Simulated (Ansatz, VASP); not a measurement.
One calculation of V, two programs

```
V
1.0
    -1.49918    1.49918    1.49918
     1.49918   -1.49918    1.49918
     1.49918    1.49918   -1.49918
V
1
Cartesian
  0.0000 0.0000 0.0000
```

Alike in both runs: task single point; functional PBE; k mesh 15 × 15 × 15; occupations gaussian, width 0.3 eV; no spin polarisation.

|  | VASP | Ansatz |
| --- | --- | --- |
| version | VASP 6.6.1 | Ansatz 0.2.0 |
| potentials or method | VASP PAW PBE potentials, release 64 (V_sv), cutoff 520 eV | plane waves (420 eV) with PAW, scalar-relativistic |
| valence electrons in the cell | 13 | 13 |

```csv
,VASP,Ansatz,Ansatz less VASP
pressure (GPa),0.4,0.2,-0.23
```
